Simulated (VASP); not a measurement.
# Cd (P6_3/mmc) in VASP: single point with r2SCAN

Aim: the single point of Cd with r2SCAN.

Program: VASP 6.6.1. These are calculated values, not measurements. Logs are shortened: lines on timing, memory, paths and dates and some standing lists are left out, and cuts for length are marked.

**1. The cell of the first run**

The structure is hexagonal, space group P6_3/mmc (No. 194). Conventional cell: a = 2.962 Å, b = 2.962 Å, c = 5.797 Å, α = 90.00°, β = 90.00°, γ = 120.00°. Cd (site symmetry -6m2) has 12 Cd at 2.96 to 3.37 Å within 3.9 Å.

**2. Single point, r2SCAN**

Contents of POSCAR:

```
Cd
1.0
    2.9617834811      0.0000000000      0.0000000000
   -1.4808917406      2.5649797352      0.0000000000
    0.0000000000      0.0000000000      5.7970272031
Cd
2
Direct
    0.3333333333      0.6666666667      0.2500000000
    0.6666666667      0.3333333333      0.7500000000
```

Contents of INCAR.step1:

```
SYSTEM = Cd
ALGO = Normal
EDIFF = 1E-4
ENCUT = 520
GGA = PE
ISMEAR = 0
LASPH = .True.
LCHARG = .False.
LREAL = .False.
LWAVE = .True.
NBANDS = 19
NELM = 100
PREC = Accurate
SIGMA = 0.1
```

Contents of INCAR.step2:

```
SYSTEM = Cd
ALGO = Normal
EDIFF = 1E-6
ENCUT = 520
ISIF = 2
ISMEAR = 0
ISTART = 1
LASPH = .True.
LCHARG = .True.
LELF = .True.
LMIXTAU = .True.
LREAL = .False.
LVHAR = .True.
LWAVE = .False.
METAGGA = R2SCAN
NBANDS = 19
NELM = 100
PREC = Accurate
SIGMA = 0.1
```

Contents of KPOINTS:

```
k-points
0
Gamma
  18 18 8
  0 0 0
```

Potentials or basis: VASP PAW PBE potentials, release 64 (Cd).

Command:

```sh
> cat potpaw_PBE.64/Cd/POTCAR > POTCAR
> cp INCAR.step1 INCAR
> mpirun -np 1 vasp_std > vasp.out
> cp INCAR.step2 INCAR
> mpirun -np 1 vasp_std > vasp.out
```

OUTCAR:

```text
SYSTEM = Cd
   EDIFF = 1E-6
   ENCUT = 520
   ISIF = 2
   ISMEAR = 0
   ISTART = 1
   LASPH = .True.
   LREAL = .False.
   METAGGA = R2SCAN
   NELM = 100
   PREC = Accurate

 ion  position               nearest neighbor table
   1  0.333  0.667  0.250-   2 3.37   2 3.37   2 3.37   2 3.37   2 3.37   2 3.37
   2  0.667  0.333  0.750-   1 3.37   1 3.37   1 3.37   1 3.37   1 3.37   1 3.37

  LATTYP: Found a hexagonal cell.
 ALAT       =     2.9617834811
 C/A-ratio  =     1.9572758239

  Lattice vectors:

 A1 = (   2.9617834811,   0.0000000000,   0.0000000000)
 A2 = (  -1.4808917406,   2.5649797352,   0.0000000000)
 A3 = (   0.0000000000,   0.0000000000,   5.7970272031)

Analysis of symmetry for initial positions (statically):
=====================================================================
 Subroutine PRICEL returns:
 Original cell was already a primitive cell.

 Routine SETGRP: Setting up the symmetry group for a
 hexagonal supercell.

 Subroutine GETGRP returns: Found 24 space group operations
 (whereof 12 operations were pure point group operations)
 out of a pool of 24 trial point group operations.

The static configuration has the point symmetry D_3d.
 The point group associated with its full space group is D_6h.

Analysis of symmetry for dynamics (positions and initial velocities):
=====================================================================
 Subroutine PRICEL returns:
 Original cell was already a primitive cell.

 Routine SETGRP: Setting up the symmetry group for a
 hexagonal supercell.

 Subroutine GETGRP returns: Found 24 space group operations
 (whereof 12 operations were pure point group operations)
 out of a pool of 24 trial point group operations.

The dynamic configuration has the point symmetry D_3d.
 The point group associated with its full space group is D_6h.

 Subroutine INISYM returns: Found 24 space group operations
 (whereof 12 operations are pure point group operations),
 and found     1 'primitive' translations

----------------------------------------------------------------------------------------

                                     Primitive cell

  volume of cell :      44.0395

  direct lattice vectors                    reciprocal lattice vectors
     2.961783481  0.000000000  0.000000000     0.337634404  0.194933314  0.000000000
    -1.480891741  2.564979735  0.000000000     0.000000000  0.389866628  0.000000000
     0.000000000  0.000000000  5.797027203     0.000000000  0.000000000  0.172502209

  length of vectors
     2.961783481  2.961783481  5.797027203     0.389866628  0.389866628  0.172502209

  position of ions in fractional coordinates (direct lattice)
     0.333333333  0.666666667  0.250000000
     0.666666667  0.333333333  0.750000000

  ion indices of the primitive-cell ions
   primitive index   ion index
                 1           1
                 2           2

----------------------------------------------------------------------------------------

 KPOINTS: k-points

Automatic generation of k-mesh.
 Grid dimensions read from file:
 generate k-points for:   18   18    8

 Generating k-lattice:

  Cartesian coordinates                     Fractional coordinates (reciprocal lattice)
     0.018757467  0.010829629  0.000000000     0.055555556  0.000000000  0.000000000
     0.000000000  0.021659257  0.000000000     0.000000000  0.055555556  0.000000000
     0.000000000  0.000000000  0.021562776     0.000000000  0.000000000  0.125000000

  Length of vectors
     0.021659257  0.021659257  0.021562776

  Shift w.r.t. Gamma in fractional coordinates (k-lattice)
     0.000000000  0.000000000  0.000000000

 Subroutine IBZKPT returns following result:
 ===========================================

 Found    185 irreducible k-points:

 Following reciprocal coordinates:
            Coordinates               Weight
  0.000000  0.000000  0.000000      1.000000
  0.055556  0.000000  0.000000      6.000000
  0.111111  0.000000  0.000000      6.000000
  0.166667  0.000000  0.000000      6.000000
  0.222222  0.000000  0.000000      6.000000
  0.277778  0.000000  0.000000      6.000000
[... 16 lines left out ...]
  0.333333  0.111111  0.000000     12.000000
  0.388889  0.111111  0.000000     12.000000
 [... further k-points ...]
   k-points           NKPTS =    185   k-points in BZ     NKDIM =    185   number of bands    NBANDS=     19
   number of dos      NEDOS =    301   number of ions     NIONS =      2
   total plane-waves  NPLWV =  27648
   dimension x,y,z NGX =    24 NGY =   24 NGZ =   48
   dimension x,y,z NGXF=    48 NGYF=   48 NGZF=   96
   ions per type =               2
   NGX,Y,Z   is equivalent  to a cutoff of  13.47, 13.47, 13.77 a.u.
   NGXF,Y,Z  is equivalent  to a cutoff of  26.94, 26.94, 27.53 a.u.
 SYSTEM =  Cd
   PREC   = accura    normal or accurate (medium, high low for compatibility)
   ISTART =      1    job   : 0-new  1-cont  2-samecut
   ICHARG =      0    charge: 1-file 2-atom 10-const
   ISPIN  =      1    spin polarized calculation?
   LNONCOLLINEAR =      F non collinear calculations
   LSORBIT =      F    spin-orbit coupling
   LASPH  =      T    aspherical Exc in radial PAW
   ENCUT  =  520.0 eV  38.22 Ry    6.18 a.u.   5.51  5.51 10.78*2*pi/ulx,y,z
   NELM   =    100;   NELMIN=  2; NELMDL=  0     # of ELM steps
   EDIFF  = 0.1E-05   stopping-criterion for ELM
   LREAL  =      F    real-space projection
   EDIFFG = 0.1E-04   stopping-criterion for IOM
   NSW    =      0    number of steps for IOM
   IBRION =     -1    ionic relax: 0-MD 1-quasi-New 2-CG
   NFREE  =      0    steps in history (QN), initial steepest desc. (CG)
   ISIF   =      2    stress and relaxation
   ISYM   =      2    0-nonsym 1-usesym 2-fastsym
   POTIM  = 0.5000    time-step for ionic-motion
   TEBEG  =    0.0;   TEEND  =   0.0 temperature during run
   PSTRESS=    0.0 pullay stress
   NELECT =      24.0000    total number of electrons
   NUPDOWN=      -1.0000    fix difference up-down
   EMIN   =  10.00;   EMAX   =-10.00  energy-range for DOS
   EFERMI =   0.00;   METHOD = LEGACY
   ISMEAR =     0;   SIGMA  =   0.10  broadening in eV -4-tet -1-fermi 0-gaus
   EFERMI_NEDOS =   21; number of points for ismear=-14 and -15
   IALGO  =     38    algorithm
   IMIX   =      4    mixing-type and parameters
     AMIX     =   0.40;   BMIX     =  1.00
     AMIX_MAG =   1.60;   BMIX_MAG =  1.00
  volume/ion in A,a.u.               =      22.02       148.60
  Fermi-wavevector in a.u.,A,eV,Ry     =   1.337204  2.526949 24.328781  1.788115
  Thomas-Fermi vector in A             =   2.465771
   LORBIT       =      0    0 simple, 1 ext, 2 COOP (PROOUT), +10 PAW based schemes
   METAGGA = R2SCAN    functional components
   LHFCALC =     F    Hartree Fock is set to
   AEXX    =    0.0000 exact exchange contribution
   IVDW    =     0    specifies the selected vdW correction
   LEPSILON=     F    determine dielectric tensor
   LRPA    =     F    only Hartree local field effects (RPA)
 non-spin polarized calculation
 Gauss-broadening in eV      SIGMA  =   0.10
  energy-cutoff  :      520.00
  volume of cell :       44.04
 maximum number of plane-waves:      1216
 NGX is ok and might be reduce to    24
   NGX = 11   NGY = 11   NGZ = 21

 number of electron      23.9999991 magnetization

 Free energy of the ion-electron system (eV)
  ---------------------------------------------------
  ext. energy  EPLUGINS =         0.00000000
  ---------------------------------------------------
  free energy    TOTEN  =       -40.20241338 eV

  energy without entropy =      -40.20061106  energy(sigma->0) =      -40.20151222

 E-fermi :   2.8178     XC(G=0): -11.6728

 val. band max:        2.8088479955   @ k =   0.2222   0.0556   0.1250
 cond. band min:       2.8425833622   @ k =   0.1111   0.0000   0.2500
 fundamental gap:      0.0337353667
 Fermi energy:         2.8178120793

 k-point     1 :       0.0000    0.0000    0.0000
  band No.  band energies     occupation
      1      -7.5622      2.00000
      2      -7.3439      2.00000
      3      -6.8786      2.00000
      4      -6.8786      2.00000
      5      -6.8375      2.00000
      6      -6.8375      2.00000
[... 11 lines left out ...]
     18      18.9063      0.00000
     19      19.3087      0.00000

 k-point     2 :       0.0556    0.0000    0.0000
  band No.  band energies     occupation
      1      -7.5266      2.00000
      2      -7.3089      2.00000
      3      -6.8924      2.00000
      4      -6.8504      2.00000
      5      -6.8482      2.00000
      6      -6.8079      2.00000
[... 11 lines left out ...]
     18      18.1200      0.00000
     19      19.7173      0.00000

 k-point     3 :       0.1111    0.0000    0.0000
  band No.  band energies     occupation
      1      -7.4348      2.00000
      2      -7.2273      2.00000
      3      -6.9278      2.00000
      4      -6.8765      2.00000
      5      -6.7597      2.00000
      6      -6.7218      2.00000
[... 11 lines left out ...]
     18      17.6465      0.00000
     19      19.5076      0.00000

 k-point     4 :       0.1667    0.0000    0.0000
  band No.  band energies     occupation
      1      -7.3512      2.00000
      2      -7.1530      2.00000
      3      -6.9734      2.00000
      4      -6.8494      2.00000
      5      -6.6214      2.00000
      6      -6.5875      2.00000
[... 11 lines left out ...]
     18      17.2633      0.00000
     19      17.5830      0.00000

 k-point     5 :       0.2222    0.0000    0.0000
  band No.  band energies     occupation
      1      -7.3673      2.00000
      2      -7.1708      2.00000
      3      -6.9206      2.00000
      4      -6.7324      2.00000
      5      -6.7318      2.00000
      6      -6.5073      2.00000
[... 11 lines left out ...]
     18      15.8975      0.00000
     19      16.9966      0.00000

 k-point     6 :       0.2778    0.0000    0.0000
  band No.  band energies     occupation
      1      -7.4503      2.00000
      2      -7.2679      2.00000
      3      -6.9128      2.00000
      4      -6.7900      2.00000
      5      -6.6212      2.00000
      6      -6.5654      2.00000
[... 11 lines left out ...]
     18      15.7154      0.00000
     19      16.7393      0.00000

 k-point     7 :       0.3333    0.0000    0.0000
  band No.  band energies     occupation
      1      -7.5458      2.00000
      2      -7.3705      2.00000
      3      -7.0698      2.00000
      4      -6.7225      2.00000
      5      -6.6706      2.00000
      6      -6.5167      2.00000
[... 11 lines left out ...]
     18      16.5363      0.00000
     19      16.6334      0.00000

 k-point     8 :       0.3889    0.0000    0.0000
  band No.  band energies     occupation
      1      -7.6279      2.00000
      2      -7.4556      2.00000
      3      -7.1890      2.00000
      4      -6.8025      2.00000
      5      -6.5779      2.00000
      6      -6.5497      2.00000
[... 256 lines left out ...]
 k-point    20 :       0.1667    0.1111    0.0000
  band No.  band energies     occupation
      1      -7.2314      2.00000
      2      -7.0625      2.00000
      3      -7.0171      2.00000
      4      -6.8471      2.00000
      5      -6.7548      2.00000
      6      -6.6206      2.00000
[... 11 lines left out ...]
     18      16.0390      0.00000
     19      16.3209      0.00000

 k-point    21 :       0.2222    0.1111    0.0000
  band No.  band energies     occupation
      1      -7.3195      2.00000
      2      -7.1447      2.00000
      3      -6.9191      2.00000
      4      -6.8756      2.00000
      5      -6.6959      2.00000
      6      -6.6834      2.00000
[... 11 lines left out ...]
     18      15.6141      0.00000
     19      15.7834      0.00000

 k-point    22 :       0.2778    0.1111    0.0000
  band No.  band energies     occupation
      1      -7.4154      2.00000
      2      -7.2397      2.00000
      3      -7.0597      2.00000
      4      -6.7608      2.00000
      5      -6.7231      2.00000
      6      -6.5245      2.00000
[... 11 lines left out ...]
     18      14.9906      0.00000
     19      15.7575      0.00000

 k-point    23 :       0.3333    0.1111    0.0000
  band No.  band energies     occupation
      1      -7.4955      2.00000
      2      -7.3183      2.00000
      3      -7.1660      2.00000
      4      -6.8105      2.00000
      5      -6.6026      2.00000
      6      -6.5815      2.00000
[... 11 lines left out ...]
     18      14.5050      0.00000
     19      15.4478      0.00000

 k-point    24 :       0.3889    0.1111    0.0000
  band No.  band energies     occupation
      1      -7.5480      2.00000
      2      -7.3698      2.00000
      3      -7.2318      2.00000
      4      -6.8414      2.00000
      5      -6.6196      2.00000
      6      -6.5267      2.00000
[... 11 lines left out ...]
     18      14.1972      0.00000
     19      15.2455      0.00000

 [... further k-points ...]

------------------------ aborting loop because EDIFF is reached ----------------------------------------

  FORCE on cell =-STRESS in cart. coord.  units (eV):
  Direction    XX          YY          ZZ          XY          YZ          ZX
  --------------------------------------------------------------------------------------
  -------------------------------------------------------------------------------------
  Total        0.1204037      0.1204037      0.0583767     -0.0000000      0.0000000     -0.0000000
  in kB        4.3803411      4.3803411      2.1237698     -0.0000000      0.0000000     -0.0000000
  external PRESSURE =       3.6281507 kB  Pullay stress =       0.0000000 kB

 VOLUME and BASIS-vectors are now :
 -----------------------------------------------------------------------------
  energy-cutoff  :      520.00
  volume of cell :       44.04
      direct lattice vectors                 reciprocal lattice vectors
     2.961783481  0.000000000  0.000000000     0.337634404  0.194933314  0.000000000
    -1.480891741  2.564979735  0.000000000     0.000000000  0.389866628  0.000000000
     0.000000000  0.000000000  5.797027203     0.000000000  0.000000000  0.172502209

 POSITION                                       TOTAL-FORCE (eV/Angst)
 -----------------------------------------------------------------------------------
     -0.00000      1.70999      1.44926         0.000000     -0.000000      0.000000
      1.48089      0.85499      4.34777        -0.000000      0.000000     -0.000000
 -----------------------------------------------------------------------------------
    total drift:                               -0.000000      0.000000      0.000000

  FREE ENERGIE OF THE ION-ELECTRON SYSTEM (eV)
  ---------------------------------------------------
  free  energy   TOTEN  =       -40.2024133772 eV

  energy  without entropy=      -40.2006110609  energy(sigma->0) =      -40.20151222
```

It took 3.5 min on 1 thread of Intel Xeon Platinum 8559C (Emerald Rapids), shared host; peak memory 0.26 GiB.

Results:

```yaml
Free_energy: -40.2024 eV
Pressure: 0.4 GPa
Band_gap_on_the_k_mesh: zero (bands 12 and 13 overlap by 4.78 eV)
```

Caveat: the PAW data sets were made with another functional, which shifts forces and pressure a little.
